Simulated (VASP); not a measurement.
Runs of VASP 6.6.1 on Ta. The structure is that of space group Im-3m (No. 229), or close to it. The cells are those of the table. 

```csv
task,cell,k mesh,cutoff (eV),gap on the mesh (eV),pressure (GPa)
relaxation of cell and atoms,"relaxed to 5 GPa from a = 2.839 Å, angles 109.5°, 1 atom",18 × 18 × 18,600,none,5.0
single point,"a = 2.866 Å, angles 109.5°, 1 atom",8 × 8 × 8,550,none,(a)
single point,"a = 2.862 Å, angles 109.5°, 1 atom",18 × 18 × 18,520,none,0.6
relaxation of cell and atoms,"relaxed to 2 GPa from a = 2.843 Å, angles 109.5°, 1 atom",18 × 18 × 18,600,none,2.0
```

Alike in all rows: level r2SCAN; potentials or basis VASP PAW PBE potentials, release 64 (Ta_pv); no spin polarisation; smearing gaussian 0.1 eV.

Task: Estimate the missing entries.

Result: (a) -2.8.

Caveats: the PAW data sets were made with another functional, which shifts forces and pressure a little; spin-orbit coupling is left out, which moves the levels of the heavy elements; the cell is relaxed towards a set pressure, so the enthalpy falls and the energy may rise (some runs).

A k mesh can miss the band edges, and the runs leave out spin-orbit coupling on Ta.

A gap of «none» marks levels without a gap at the run's occupations.
